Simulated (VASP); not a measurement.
# W in VASP: notebook

W is run at these levels: PBEsol; tasks: single point.

All numbers are computed with VASP 6.6.1; they aren't measurements. Logs are shortened: lines on timing, memory, paths and dates and some standing lists are left out, and cuts for length are marked.

### Step 1. The cell of the first run

The cell holds a slab with vacuum, 3 atoms: a = 2.827 Å, b = 2.827 Å, c = 18.616 Å, α = 90.00°, β = 90.00°, γ = 120.00°.

### Step 2. Single point, PBEsol

File INCAR:

```
PREC = Accurate
ENCUT = 400
EDIFF = 1E-6
ISMEAR = 0
SIGMA = 0.1
LREAL = F
LASPH = T
NELM = 120
ALGO = Normal
ISIF = 2
LWAVE = F
LCHARG = T
LDIPOL = T
IDIPOL = 3
DIPOL = 0.5 0.5 0.501
GGA = PS
LELF = T
LVHAR = T
LVACPOTAV = T
NBANDS = 28
GGA_COMPAT = F
NELMDL = -8
```

File KPOINTS:

```
regular mesh
0
Gamma
  12 12 1
```

File POSCAR:

```
W
1.0
    2.8270069230      0.0000000000      0.0000000000
   -1.4135034615      2.4482598120      0.0000000000
    0.0000000000      0.0000000000     18.6164829738
W
3
Direct
    0.6666666667      0.3333333333      0.3760108722
    0.3333333333      0.6666666667      0.5008879546
    0.0000000000      0.0000000000      0.6257573035
```

Potentials or basis: VASP PAW PBE potentials, release 64 (W_sv).

Command:

```console
$ cat potpaw_PBE.64/W_sv/POTCAR > POTCAR
$ mpirun -np 1 vasp_std > vasp.out
```

OUTCAR:

```text
PREC = Accurate
   ENCUT = 400
   EDIFF = 1E-6
   ISMEAR = 0
   LREAL = F
   LASPH = T
   NELM = 120
   ISIF = 2
   GGA = PS
   NELMDL = -8

 ion  position               nearest neighbor table
   1  0.667  0.333  0.376-   2 2.84   2 2.84   2 2.84
   2  0.333  0.667  0.501-   3 2.84   3 2.84   3 2.84   1 2.84   1 2.84   1 2.84
   3  0.000  0.000  0.626-   2 2.84   2 2.84   2 2.84

  LATTYP: Found a hexagonal cell.
 ALAT       =     2.8270069230
 C/A-ratio  =     6.5852272318

  Lattice vectors:

 A1 = (   2.8270069230,   0.0000000000,   0.0000000000)
 A2 = (  -1.4135034615,   2.4482598120,   0.0000000000)
 A3 = (   0.0000000000,   0.0000000000,  18.6164829738)

Analysis of symmetry for initial positions (statically):
=====================================================================
 Subroutine PRICEL returns:
 Original cell was already a primitive cell.

 Routine SETGRP: Setting up the symmetry group for a
 hexagonal supercell.

 Subroutine GETGRP returns: Found 12 space group operations
 (whereof  6 operations were pure point group operations)
 out of a pool of 24 trial point group operations.

The static configuration has the point symmetry C_3v.
 The point group associated with its full space group is D_3d.

Analysis of symmetry for dynamics (positions and initial velocities):
=====================================================================
 Subroutine PRICEL returns:
 Original cell was already a primitive cell.

 Routine SETGRP: Setting up the symmetry group for a
 hexagonal supercell.

 Subroutine GETGRP returns: Found 12 space group operations
 (whereof  6 operations were pure point group operations)
 out of a pool of 24 trial point group operations.

The dynamic configuration has the point symmetry C_3v.
 The point group associated with its full space group is D_3d.

 Subroutine INISYM returns: Found 12 space group operations
 (whereof  6 operations are pure point group operations),
 and found     1 'primitive' translations

----------------------------------------------------------------------------------------

                                     Primitive cell

  volume of cell :     128.8493

  direct lattice vectors                    reciprocal lattice vectors
     2.827006923  0.000000000  0.000000000     0.353731005  0.204226691  0.000000000
    -1.413503461  2.448259812  0.000000000     0.000000000  0.408453382  0.000000000
     0.000000000  0.000000000 18.616482974     0.000000000  0.000000000  0.053715839

  length of vectors
     2.827006923  2.827006923 18.616482974     0.408453382  0.408453382  0.053715839

  position of ions in fractional coordinates (direct lattice)
     0.666666667  0.333333333  0.376010872
     0.333333333  0.666666667  0.500887955
     0.000000000  0.000000000  0.625757304

  ion indices of the primitive-cell ions
   primitive index   ion index
                 1           1
                 2           2
                 3           3

----------------------------------------------------------------------------------------

 KPOINTS: regular mesh

Automatic generation of k-mesh.
 Grid dimensions read from file:
 generate k-points for:   12   12    1

 Generating k-lattice:

  Cartesian coordinates                     Fractional coordinates (reciprocal lattice)
     0.029477584  0.017018891  0.000000000     0.083333333  0.000000000  0.000000000
     0.000000000  0.034037782  0.000000000     0.000000000  0.083333333  0.000000000
     0.000000000  0.000000000  0.053715839     0.000000000  0.000000000  1.000000000

  Length of vectors
     0.034037782  0.034037782  0.053715839

  Shift w.r.t. Gamma in fractional coordinates (k-lattice)
     0.000000000  0.000000000  0.000000000

 Subroutine IBZKPT returns following result:
 ===========================================

 Found     19 irreducible k-points:

 Following reciprocal coordinates:
            Coordinates               Weight
  0.000000  0.000000  0.000000      1.000000
  0.083333 -0.000000  0.000000      6.000000
  0.166667 -0.000000  0.000000      6.000000
  0.250000 -0.000000  0.000000      6.000000
  0.333333 -0.000000  0.000000      6.000000
  0.416667 -0.000000  0.000000      6.000000
[... 11 lines left out ...]
  0.333333  0.250000  0.000000     12.000000
  0.333333  0.333333  0.000000      2.000000
   k-points           NKPTS =     19   k-points in BZ     NKDIM =     19   number of bands    NBANDS=     28
   number of dos      NEDOS =    301   number of ions     NIONS =      3
   total plane-waves  NPLWV =  40824
   dimension x,y,z NGX =    18 NGY =   18 NGZ =  126
   dimension x,y,z NGXF=    36 NGYF=   36 NGZF=  252
   ions per type =               3
   NGX,Y,Z   is equivalent  to a cutoff of  10.59, 10.59, 11.25 a.u.
   NGXF,Y,Z  is equivalent  to a cutoff of  21.17, 21.17, 22.50 a.u.
 SYSTEM =  unknown system
   PREC   = accura    normal or accurate (medium, high low for compatibility)
   ISTART =      0    job   : 0-new  1-cont  2-samecut
   ICHARG =      2    charge: 1-file 2-atom 10-const
   ISPIN  =      1    spin polarized calculation?
   LNONCOLLINEAR =      F non collinear calculations
   LSORBIT =      F    spin-orbit coupling
   LASPH  =      T    aspherical Exc in radial PAW
   ENCUT  =  400.0 eV  29.40 Ry    5.42 a.u.   4.61  4.61 30.36*2*pi/ulx,y,z
   NELM   =    120;   NELMIN=  2; NELMDL= -8     # of ELM steps
   EDIFF  = 0.1E-05   stopping-criterion for ELM
   LREAL  =      F    real-space projection
   EDIFFG = 0.1E-04   stopping-criterion for IOM
   NSW    =      0    number of steps for IOM
   IBRION =     -1    ionic relax: 0-MD 1-quasi-New 2-CG
   NFREE  =      0    steps in history (QN), initial steepest desc. (CG)
   ISIF   =      2    stress and relaxation
   ISYM   =      2    0-nonsym 1-usesym 2-fastsym
   POTIM  = 0.5000    time-step for ionic-motion
   TEBEG  =    0.0;   TEEND  =   0.0 temperature during run
   PSTRESS=    0.0 pullay stress
   NELECT =      42.0000    total number of electrons
   NUPDOWN=      -1.0000    fix difference up-down
   EMIN   =  10.00;   EMAX   =-10.00  energy-range for DOS
   EFERMI =   0.00;   METHOD = LEGACY
   ISMEAR =     0;   SIGMA  =   0.10  broadening in eV -4-tet -1-fermi 0-gaus
   EFERMI_NEDOS =   21; number of points for ismear=-14 and -15
   IALGO  =     38    algorithm
   IMIX   =      4    mixing-type and parameters
     AMIX     =   0.40;   BMIX     =  1.00
     AMIX_MAG =   1.60;   BMIX_MAG =  1.00
  volume/ion in A,a.u.               =      42.95       289.84
  Fermi-wavevector in a.u.,A,eV,Ry     =   1.126671  2.129100 17.271077  1.269388
  Thomas-Fermi vector in A             =   2.263354
   LORBIT       =      0    0 simple, 1 ext, 2 COOP (PROOUT), +10 PAW based schemes
   GGA     = PS    functional components
   LHFCALC =     F    Hartree Fock is set to
   AEXX    =    0.0000 exact exchange contribution
   IVDW    =     0    specifies the selected vdW correction
   LEPSILON=     F    determine dielectric tensor
   LRPA    =     F    only Hartree local field effects (RPA)
 non-spin polarized calculation
 Gauss-broadening in eV      SIGMA  =   0.10
  energy-cutoff  :      400.00
  volume of cell :      128.85
 maximum number of plane-waves:      2372
   NGX =  9   NGY =  9   NGZ = 61

 dipolmoment           0.000000      0.000000      0.000001 electrons x Angstroem

 number of electron      42.0000013 magnetization

 dipolmoment           0.000000      0.000000     -0.000692 electrons x Angstroem

 Free energy of the ion-electron system (eV)
  ---------------------------------------------------
  ext. energy  EPLUGINS =         0.00000000
  ---------------------------------------------------
  free energy    TOTEN  =       -37.36073221 eV

  energy without entropy =      -37.34079061  energy(sigma->0) =      -37.35076141

 E-fermi :   0.9688     XC(G=0):  -6.2395

 val. band max:        0.9266402213   @ k =   0.0833  -0.0000   0.0000
 cond. band min:       0.9984428526   @ k =   0.2500   0.1667   0.0000
 fundamental gap:      0.0718026313
 Fermi energy:         0.9687727302

 k-point     1 :       0.0000    0.0000    0.0000
  band No.  band energies     occupation
      1     -72.7812      2.00000
      2     -72.7032      2.00000
      3     -72.6779      2.00000
      4     -37.4540      2.00000
      5     -37.0493      2.00000
      6     -36.6044      2.00000
[... 20 lines left out ...]
     27       3.3895      0.00000
     28       3.9248      0.00000

 k-point     2 :       0.0833   -0.0000    0.0000
  band No.  band energies     occupation
      1     -72.7749      2.00000
      2     -72.6982      2.00000
      3     -72.6735      2.00000
      4     -37.4343      2.00000
      5     -37.0481      2.00000
      6     -36.6184      2.00000
[... 20 lines left out ...]
     27       3.1743      0.00000
     28       3.9793      0.00000

 k-point     3 :       0.1667   -0.0000    0.0000
  band No.  band energies     occupation
      1     -72.7577      2.00000
      2     -72.6843      2.00000
      3     -72.6614      2.00000
      4     -37.3802      2.00000
      5     -37.0594      2.00000
      6     -36.7289      2.00000
[... 20 lines left out ...]
     27       2.9371      0.00000
     28       3.9728      0.00000

 k-point     4 :       0.2500   -0.0000    0.0000
  band No.  band energies     occupation
      1     -72.7338      2.00000
      2     -72.6655      2.00000
      3     -72.6449      2.00000
      4     -37.3106      2.00000
      5     -37.1480      2.00000
      6     -36.8834      2.00000
[... 423 lines left out ...]
     27       5.7208      0.00000
     28       7.4330      0.00000

 k-point    18 :       0.3333    0.2500    0.0000
  band No.  band energies     occupation
      1     -72.6749      2.00000
      2     -72.6234      2.00000
      3     -72.6054      2.00000
      4     -37.3764      2.00000
      5     -37.2377      2.00000
      6     -37.1498      2.00000
[... 20 lines left out ...]
     27       5.4682      0.00000
     28       8.2954      0.00000

 k-point    19 :       0.3333    0.3333    0.0000
  band No.  band energies     occupation
      1     -72.6714      2.00000
      2     -72.6212      2.00000
      3     -72.6031      2.00000
      4     -37.2698      2.00000
      5     -37.2684      2.00000
      6     -37.1825      2.00000
[... 20 lines left out ...]
     27       5.1870      0.00000
     28       8.3725      0.00000

------------------------ aborting loop because EDIFF is reached ----------------------------------------

  FORCE on cell =-STRESS in cart. coord.  units (eV):
  Direction    XX          YY          ZZ          XY          YZ          ZX
  --------------------------------------------------------------------------------------
  -------------------------------------------------------------------------------------
  Total       -7.3612682     -7.3612682      0.0915303      0.0000000      0.0000000     -0.0000000
  in kB      -91.5337408    -91.5337408      1.1381342      0.0000000      0.0000000     -0.0000000
  external PRESSURE =     -60.6431158 kB  Pullay stress =       0.0000000 kB

 VOLUME and BASIS-vectors are now :
 -----------------------------------------------------------------------------
  energy-cutoff  :      400.00
  volume of cell :      128.85
      direct lattice vectors                 reciprocal lattice vectors
     2.827006923  0.000000000  0.000000000     0.353731005  0.204226691  0.000000000
    -1.413503461  2.448259812  0.000000000     0.000000000  0.408453382  0.000000000
     0.000000000  0.000000000 18.616482974     0.000000000  0.000000000  0.053715839

 POSITION                                       TOTAL-FORCE (eV/Angst)
 -----------------------------------------------------------------------------------
      1.41350      0.81609      7.00000        -0.000000      0.000000     -0.027648
     -0.00000      1.63217      9.32477        -0.000000      0.000000      0.000000
      0.00000      0.00000     11.64940         0.000000      0.000000      0.027648
 -----------------------------------------------------------------------------------
    total drift:                               -0.000000     -0.000000     -0.180825

  FREE ENERGIE OF THE ION-ELECTRON SYSTEM (eV)
  ---------------------------------------------------
  free  energy   TOTEN  =       -37.3607322106 eV

  energy  without entropy=      -37.3407906060  energy(sigma->0) =      -37.35076141

 vacuum level on the upper side and lower side of the slab         5.989         6.007
```

Run time: 34 s. Hardware: 1 thread of Intel Xeon 6975P-C (Granite Rapids), shared host; peak memory 0.19 GiB.

Results:

| Quantity | Value |
| --- | --- |
| Free energy | -37.3607 eV |
| Largest force | 0.028 eV/Å |
| Band gap on the k mesh | zero (bands 21 and 22 overlap by 1.62 eV) |

Forces on the atoms (eV/Å):
```
W    0.000  0.000 -0.028
W    0.000  0.000  0.000
W    0.000  0.000  0.028
```

Caveat: the PAW data sets were made with another functional, which shifts forces and pressure a little; spin-orbit coupling is left out, which moves the levels of the heavy elements.

### Step 3. Single point, PBEsol

File INCAR:

```
SYSTEM = W
PREC = Accurate
ENCUT = 400
EDIFF = 1E-6
ISMEAR = 1
SIGMA = 0.1
LREAL = .False.
LASPH = .True.
NELM = 120
ALGO = Normal
ISIF = 2
LWAVE = .False.
LCHARG = .False.
LDIPOL = .True.
IDIPOL = 3
DIPOL = 0.5 0.5 0.501
GGA = PS
NBANDS = 28
GGA_COMPAT = .False.
NELMDL = -8
```

File KPOINTS:

```
regular mesh
0
Gamma
  12 12 1
  0 0 0
```

POSCAR is that of step 2.

Potentials or basis: VASP PAW PBE potentials, release 64 (W_sv).

Command:

```console
$ cat potpaw_PBE.64/W_sv/POTCAR > POTCAR
$ mpirun -np 1 vasp_std > vasp.out
```

OUTCAR:

```text
SYSTEM = W
   PREC = Accurate
   ENCUT = 400
   EDIFF = 1E-6
   ISMEAR = 1
   LREAL = .False.
   LASPH = .True.
   NELM = 120
   ISIF = 2
   GGA = PS
   NELMDL = -8

 ion  position               nearest neighbor table
   1  0.667  0.333  0.376-   2 2.84   2 2.84   2 2.84
   2  0.333  0.667  0.501-   3 2.84   3 2.84   3 2.84   1 2.84   1 2.84   1 2.84
   3  0.000  0.000  0.626-   2 2.84   2 2.84   2 2.84

  LATTYP: Found a hexagonal cell.
 ALAT       =     2.8270069230
 C/A-ratio  =     6.5852272318

  Lattice vectors:

 A1 = (   2.8270069230,   0.0000000000,   0.0000000000)
 A2 = (  -1.4135034615,   2.4482598120,   0.0000000000)
 A3 = (   0.0000000000,   0.0000000000,  18.6164829738)

Analysis of symmetry for initial positions (statically):
=====================================================================
 Subroutine PRICEL returns:
 Original cell was already a primitive cell.

 Routine SETGRP: Setting up the symmetry group for a
 hexagonal supercell.

[... 166 lines left out ...]
  energy without entropy =      -37.35141367  energy(sigma->0) =      -37.35088283

 E-fermi :   0.9863     XC(G=0):  -6.2373

 val. band max:        0.9422803943   @ k =   0.0833  -0.0000   0.0000
 cond. band min:       1.0113556846   @ k =   0.2500   0.1667   0.0000
 fundamental gap:      0.0690752903
 Fermi energy:         0.9863214388

 k-point     1 :       0.0000    0.0000    0.0000
  band No.  band energies     occupation
      1     -72.7734      2.00000
      2     -72.6866      2.00000
      3     -72.6625      2.00000
      4     -37.4420      2.00000
      5     -37.0358      2.00000
      6     -36.5926      2.00000
[... 578 lines left out ...]
     27       5.1982      0.00000
     28       8.3774      0.00000

------------------------ aborting loop because EDIFF is reached ----------------------------------------

 vacuum level on the upper side and lower side of the slab       (xc-potential included)        -0.252        -0.233

  FORCE on cell =-STRESS in cart. coord.  units (eV):
  Direction    XX          YY          ZZ          XY          YZ          ZX
  --------------------------------------------------------------------------------------
  -------------------------------------------------------------------------------------
  Total       -7.3220331     -7.3220331      0.0070875      0.0000000      0.0000000      0.0000000
  in kB      -91.0458709    -91.0458709      0.0881293      0.0000000      0.0000000      0.0000000
  external PRESSURE =     -60.6678708 kB  Pullay stress =       0.0000000 kB

 VOLUME and BASIS-vectors are now :
 -----------------------------------------------------------------------------
  energy-cutoff  :      400.00
  volume of cell :      128.85
      direct lattice vectors                 reciprocal lattice vectors
     2.827006923  0.000000000  0.000000000     0.353731005  0.204226691  0.000000000
    -1.413503461  2.448259812  0.000000000     0.000000000  0.408453382  0.000000000
     0.000000000  0.000000000 18.616482974     0.000000000  0.000000000  0.053715839

 POSITION                                       TOTAL-FORCE (eV/Angst)
 -----------------------------------------------------------------------------------
      1.41350      0.81609      7.00000         0.000000     -0.000000     -0.009516
     -0.00000      1.63217      9.32477        -0.000000      0.000000      0.000000
      0.00000      0.00000     11.64940        -0.000000      0.000000      0.009516
 -----------------------------------------------------------------------------------
    total drift:                               -0.000000     -0.000000     -0.180813

  FREE ENERGIE OF THE ION-ELECTRON SYSTEM (eV)
  ---------------------------------------------------
  free  energy   TOTEN  =       -37.3506174161 eV

  energy  without entropy=      -37.3514136721  energy(sigma->0) =      -37.35088283

 vacuum level on the upper side and lower side of the slab         5.801         5.821
```

Run time: 33 s. Hardware: 1 thread of Intel Xeon 6975P-C (Granite Rapids), shared host; peak memory 0.2 GiB.

Results:

| Property | Result |
| --- | --- |
| Free energy | -37.3506 eV |
| Largest force | 0.010 eV/Å |
| Band gap on the k mesh | zero (bands 21 and 22 overlap by 1.62 eV) |

Forces in eV/Å, atoms in the order of the input:
```
W    0.000  0.000 -0.010
W    0.000  0.000  0.000
W    0.000  0.000  0.010
```

Caveat: the PAW data sets were made with another functional, which shifts forces and pressure a little; spin-orbit coupling is left out, which moves the levels of the heavy elements.

### Step 4. Single point, PBEsol

This run uses another cell than the first one.

File INCAR:

```
ALGO = Normal
DIPOL = 0.5 0.5 0.292
EDIFF = 1E-6
ENCUT = 400
GGA = PS
GGA_COMPAT = F
IDIPOL = 3
ISIF = 2
ISMEAR = 0
LASPH = T
LCHARG = T
LDIPOL = T
LELF = T
LREAL = F
LVACPOTAV = T
LVHAR = T
LWAVE = F
NBANDS = 28
NELM = 120
NELMDL = -8
PREC = Accurate
SIGMA = 0.1
```

File KPOINTS:

```
k-points
0
Gamma
  12 12 1
```

File POSCAR:

```
W
1.0
    2.8270069230      0.0000000000      0.0000000000
   -1.4135034615      2.4482598120      0.0000000000
    0.0000000000      0.0000000000     21.6494001869
W
3
Direct
    0.6666666667      0.3333333333      0.1847626246
    0.3333333333      0.6666666667      0.2921453723
    0.0000000000      0.0000000000      0.3995214700
```

Command:

```console
$ cat potpaw_PBE.64/W_sv/POTCAR > POTCAR
$ mpirun -np 1 vasp_std > vasp.out
```

Run time: 44 s. Hardware: 1 thread of Intel Xeon 6975P-C (Granite Rapids), shared host; peak memory 0.21 GiB.

Results (log left out):

| Item | Value |
| --- | --- |
| Free energy | -37.3600 eV |
| Largest force | 0.028 eV/Å |
| Band gap on the k mesh | zero (bands 21 and 22 overlap by 1.62 eV) |

Forces in eV/Å, atoms in the order of the input:
```
W    0.000  0.000 -0.028
W    0.000  0.000  0.000
W    0.000  0.000  0.028
```

Levels at points of the mesh, in eV from the Fermi level:
| k point | band 19 | band 20 | band 21 | band 22 | band 23 | band 24 |
| --- | --- | --- | --- | --- | --- | --- |
| (0.00, 0.00, 0.00) | -0.63 | -0.48 | -0.22 | -0.22 | 0.03 | 0.03 |
| (0.50, 0.00, 0.00) | -0.44 | -0.16 | 0.86 | 1.77 | 1.99 | 2.92 |

Caveat: the PAW data sets were made with another functional, which shifts forces and pressure a little; spin-orbit coupling is left out, which moves the levels of the heavy elements.

### Step 5. Summary

| cell | smearing | gap on the mesh (eV) | largest force (eV/Å) |
| --- | --- | --- | --- |
| a = 2.827, b = 2.827, c = 18.616 Å, angles 90.0, 90.0, 120.0°, 3 atoms | gaussian 0.1 eV | none | 0.03 |
| a = 2.827, b = 2.827, c = 18.616 Å, angles 90.0, 90.0, 120.0°, 3 atoms | methfessel-paxton 0.1 eV | none | 0.01 |
| a = 2.827, b = 2.827, c = 21.649 Å, angles 90.0, 90.0, 120.0°, 3 atoms | gaussian 0.1 eV | none | 0.03 |

Alike in all rows: task single point; level PBEsol; potentials or basis VASP PAW PBE potentials, release 64 (W_sv); no spin polarisation; k mesh 12 × 12 × 1; cutoff (eV) 400.

Caveats: the PAW data sets were made with another functional, which shifts forces and pressure a little; spin-orbit coupling is left out, which moves the levels of the heavy elements.

Absolute energies hang on the potentials; compare differences alone.

The gap in the log of VASP goes by the Fermi energy; the results here count the filled bands.